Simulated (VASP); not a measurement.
PbSe:

```xyz
2
Lattice="0.0000 3.1499 3.0760 3.1499 0.0000 3.0760 3.1499 3.1499 0.0000" Properties=species:S:1:pos:R:3 pbc="T T T"
Pb    0.0000    0.0000    0.0000
Se    3.1499    3.1499    3.0760
```

This cell differs from its parent crystal: epitaxial xy strain +2.0%.

Base run:

- Program: VASP 6.6.1
- Functional: r2SCAN
- Potentials or basis: VASP PAW PBE potentials, release 64 (Pb_d, Se)
- Cutoff: 520 eV
- k mesh: 8 × 8 × 8
- Occupations: gaussian, width 0.01 eV
- Spin: no spin polarisation

Its results: band gap on the k mesh 0.76 eV; pressure -1.6 GPa.

The run is repeated on the same cell with these changes: functional from r2SCAN to PBE; occupations from gaussian, width 0.01 eV to fermi-dirac, width 0.02 eV. What comes out?

Band gap on the k mesh 0.47 eV; pressure -0.7 GPa.

Caveats: spin-orbit coupling is left out, which moves the levels of the heavy elements; the PAW data sets were made with another functional, which shifts forces and pressure a little (at least some runs).

A k mesh can miss the band edges.
